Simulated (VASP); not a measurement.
Runs of VASP 6.6.1 on BN. The structure is that of space group Cm (No. 8), or close to it. The cells are those of the table. 

```tsv
cell	gap on the mesh (eV)	pressure (GPa)	largest force (eV/Å)
a = 2.554, b = 2.554, c = 13.205 Å, angles 104.0, 76.0, 120.0°, 12 atoms	3.72	0.0	2.98
a = 2.554, b = 2.554, c = 12.702 Å, angles 92.9, 87.1, 120.0°, 12 atoms	4.51	0.8	(b)
a = 2.554, b = 2.554, c = 12.872 Å, angles 98.6, 81.4, 120.0°, 12 atoms	2.66	1.4	(a)
a = 2.554, b = 2.554, c = 12.686 Å, angles 91.4, 88.6, 120.0°, 12 atoms	5.15	0.1	2.09
```

Alike in all rows: task single point; level PBE; potentials or basis VASP PAW PBE potentials, release 64 (B, N); no spin polarisation; k mesh 10 × 10 × 2; cutoff (eV) 520; smearing gaussian 0.05 eV.

Estimate the missing entries.

(a) 2.72; (b) 4.10.

Caveats: forces of over 1 eV/Å act on the atoms, so gaps and moduli don't describe the material at rest.

A k mesh can miss the band edges.
